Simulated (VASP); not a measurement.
Set up this calculation in VASP 6.6.1, as the native input.

- Task: single point
- Functional: PBE
- Potentials or basis: VASP PAW PBE potentials, release 64 (Ir_sv_GW)
- Cutoff: 560 eV
- k mesh: 18 × 18 × 18
- Occupations: fermi-dirac, width 0.05 eV
- Spin: no spin polarisation
- Dipole correction: no
- Further INCAR settings: ALGO = Normal; EDIFF = 1e-06; NBANDS = 24

The structure of Ir lies in POSCAR:

```
Ir
1.0
   -2.0687231187      2.0687231187      1.1367996471
    2.0687231187     -2.0687231187      1.1367996471
    2.0687231187      2.0687231187     -1.1367996471
Ir
2
Direct
   -0.3750000000     -0.1250000000     -0.2500000000
    0.3750000000      0.1250000000      0.2500000000
```

One way to write it, as run:

INCAR

```
SYSTEM = Ir
PREC = Accurate
ENCUT = 560
EDIFF = 1E-6
ISMEAR = -1
SIGMA = 0.05
LREAL = .False.
LASPH = .True.
NELM = 120
ALGO = Normal
ISIF = 2
LWAVE = .False.
LCHARG = .True.
GGA = PE
LELF = .True.
LVHAR = .True.
NBANDS = 24
GGA_COMPAT = .False.
```

KPOINTS

```
regular mesh
0
Gamma
  18 18 18
  0 0 0
```

Potentials or basis: VASP PAW PBE potentials, release 64 (Ir_sv_GW).

Launch:

```bash
$ cat potpaw_PBE.64/Ir_sv_GW/POTCAR > POTCAR
$ mpirun -np 1 vasp_std > vasp.out
```

It gave:

```json
{"Pressure": "472.6 GPa", "Band gap on the k mesh": "zero (bands 17 and 18 overlap by 5.57 eV)"}
```

Caveat: the cell stands under pressure; spin-orbit coupling is left out, which moves the levels of the heavy elements.

Run time: 83 s on 1 thread of Intel(R) Xeon(R) 6975P-C (Granite Rapids), on a shared host, peak memory 0.32 GiB.
